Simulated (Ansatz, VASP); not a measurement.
One calculation of H, two programs

```
CELL_PARAMETERS angstrom
2.42776 0.00000 0.00000
0.00000 2.42776 0.00000
0.00000 0.00000 1.16790
ATOMIC_POSITIONS crystal
H 0.00000 0.00000 0.50000
```

Alike in both runs: task single point; functional PBEsol; k mesh 12 × 12 × 30; occupations gaussian, width 0.05 eV; no spin polarisation.

```csv
,VASP,Ansatz
version,VASP 6.6.1,Ansatz 0.2.0
potentials or method,"VASP PAW PBE potentials, release 64 (H), cutoff 520 eV","scalar-relativistic, plane waves, PAW"
valence electrons in the cell,1,1
```

|  | VASP | Ansatz | Ansatz less VASP |
| --- | --- | --- | --- |
| gap on the k mesh at the Fermi level (eV) | none | none | - |
| pressure (GPa) | -12.7 | -12.4 | +0.24 |
| traceless stress, the component that is largest in VASP (GPa) | -27.22 | -27.16 | +0.063 |

VASP's potentials were made for PBE, not for PBEsol. A gap of «none» marks a metal or a gap that the smearing closes.
